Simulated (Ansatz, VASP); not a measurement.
# Two plane-wave programs on GaP

```
Ga P
1.0
     0.00000    2.65030    2.65030
     2.65030    0.00000    2.65030
     2.65030    2.65030    0.00000
Ga P
1 1
Direct
  0.00000 0.00000 0.00000
  0.25000 0.25000 0.25000
```

Alike in both runs: task single point; functional PBEsol; k mesh 10 × 10 × 10; no spin polarisation.

|  | VASP | Ansatz |
| --- | --- | --- |
| version | VASP 6.6.1 | Ansatz 0.2.0 |
| potentials or method | VASP PAW PBE potentials, release 64 (Ga_d, P), cutoff 500 eV | scalar-relativistic, plane waves, PAW |
| occupations | gaussian, width 0.01 eV | fixed |
| valence electrons in the cell | 18 | 18 |

|  | VASP | Ansatz | Ansatz less VASP |
| --- | --- | --- | --- |
| gap on the k mesh at the Fermi level (eV) | 1.33 | 1.32 | -0.002 |
| least direct gap on the mesh (eV) | 2.45 | 2.44 | -0.010 |
| pressure (GPa) | 7.6 | 7.8 | +0.14 |

VASP's potentials were made for PBE, not for PBEsol.
